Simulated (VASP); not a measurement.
Here is a VASP 6.6.1 calculation.

Contents of INCAR:

```
SYSTEM = Ti8HO16
ALGO = Normal ; EDIFF = 1E-7
ENCUT = 520 ; GGA = PS
ISIF = 2 ; ISMEAR = 0
LASPH = .TRUE. ; LCHARG = .FALSE.
LREAL = Auto ; LWAVE = .FALSE.
NBANDS = 114 ; NELECT = 192.0
NELM = 80 ; PREC = Accurate
SIGMA = 0.02
```

KPOINTS

```
k-points
0
G
  3 3 3
  0 0 0
```

Contents of POSCAR:

```
Ti8HO16
1.0
   -4.5912433367      4.5912433367      0.0000000000
    4.5912433367      4.5912433367      0.0000000000
    0.0000000000     -4.5912433367     -5.8780269696
Ti O H
8 16 1
Direct
    0.2372204155      0.7523030914      0.5089041599
    1.0215097373      0.5227061422      1.0211087411
    0.7554811422      0.2565514669      0.4888335139
    0.4834176645     -0.0016294318      1.0010513542
    0.1262312413      0.1366056433      0.2553252937
    0.8520621268      0.8554763676      0.7549463047
    0.6257239543      0.6362044790      0.2545682583
    0.4007608215      0.3802363825      0.7549299405
    0.1265507826      0.8255538931      0.2591997162
    0.8710335286      0.5652641607      0.7549668574
    0.6223713266      0.3213533579      0.2507654866
    0.3588343919      0.0750433427      0.7550093176
    0.7054507853      0.4934061093      0.0044946289
    0.4559710277      0.2438503931      0.5054803360
    0.1962065030     -0.0096028305      0.0045584569
    0.9466460797      0.7408099750      0.5054520836
    0.3107001198      0.5093487407      0.0039704802
    0.0617687653      0.2604097587      0.5060347118
    0.8070606456      0.0095319820      0.0067327744
    0.5553114152      0.7578455744      0.5032535576
    0.1361038830      0.4325588639      0.2549882065
    0.9176568685      0.1695849882      0.7550030407
    0.6361498937      0.9325811135      0.2550045516
    0.3882097202      0.6822905926      0.7549760209
    0.0700562011      0.1496614059      0.7549955241
```

Potentials or basis: VASP PAW PBE potentials, release 64 (Ti_sv, O, H).

Run with:

```console
$ cat potpaw_PBE.64/Ti_sv/POTCAR potpaw_PBE.64/O/POTCAR potpaw_PBE.64/H/POTCAR > POTCAR
$ mpirun -np 1 vasp_std > vasp.out
```

Problem. What does it give for the largest force?

Solution. 0.125 eV/Å.

Forces in eV/Å, atoms in the order of the input:
```
Ti  -0.024  0.035  0.012
Ti  -0.014 -0.031  0.049
Ti  -0.011 -0.049 -0.054
Ti  -0.022  0.023 -0.009
Ti  -0.021 -0.005 -0.001
Ti  -0.002  0.046  0.000
Ti  -0.021 -0.005  0.006
Ti   0.017 -0.035 -0.001
O    0.047  0.040 -0.035
O   -0.003 -0.005 -0.003
O    0.043  0.040  0.028
O    0.026  0.021  0.002
O   -0.025  0.023 -0.024
O   -0.024  0.024  0.021
O    0.003 -0.008  0.014
O    0.006 -0.009 -0.010
O    0.009 -0.006  0.019
O    0.009 -0.010 -0.020
O    0.049 -0.038 -0.024
O    0.048 -0.038  0.027
O   -0.016 -0.007 -0.004
O    0.072 -0.052  0.000
O   -0.018 -0.010  0.007
O   -0.027 -0.016 -0.001
H   -0.101  0.073 -0.002
```

Caveat: the cell carries a net charge on a neutralising background, which shifts energy and pressure; the cell differs from its parent crystal (with an interstitial atom, then relaxed in part); the PAW data sets were made with another functional, which shifts forces and pressure a little.
